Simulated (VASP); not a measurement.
A run of VASP 6.6.1:

The input INCAR:

```
SYSTEM = EuS
PREC = Accurate ; ENCUT = 600
EDIFF = 1E-6 ; ISMEAR = 0
SIGMA = 0.05 ; LREAL = .False.
LASPH = .True. ; NELM = 200
ALGO = Normal ; ISIF = 2
LWAVE = .False. ; LCHARG = .False.
ISPIN = 2 ; MAGMOM = 6.87 -6.87 0.02 -0.02
LORBIT = 11 ; LMAXMIX = 6
LDAU = .True. ; LDAUTYPE = 2
LDAUL = 3 -1 ; LDAUU = 8 0
LDAUJ = 0 0 ; LDAUPRINT = 1
GGA = PS ; NBANDS = 35
GGA_COMPAT = .False.
```

Contents of KPOINTS:

```
regular mesh
0
Gamma
  6 6 6
  0 0 0
```

POSCAR

```
EuS
1.0
    0.0000000000      2.9785018700      2.9785018700
    5.9570037400      2.9785018700      2.9785018700
    5.9570037400      5.9570037400      0.0000000000
Eu S
2 2
Direct
    0.5000000000      0.5000000000      0.0000000000
    0.5000000000      0.5000000000      0.5000000000
    0.0000000000      0.0000000000      0.0000000000
    0.0000000000      0.0000000000      0.5000000000
```

Potentials or basis: VASP PAW PBE potentials, release 64 (Eu, S).

Run with:

```sh
$ cat potpaw_PBE.64/Eu/POTCAR potpaw_PBE.64/S/POTCAR > POTCAR
$ mpirun -np 1 vasp_std > vasp.out
```

Hardware: 1 thread of AMD EPYC 9R45 96-Core Processor (Zen 5) (shared host).

Problem. Estimate the wall time of this run.

Solution. It took 12 min on 1 thread of AMD EPYC 9R45 96-Core Processor (Zen 5), on a shared host, peak memory 0.64 GiB. Counts: scf iterations 19, k points 40.
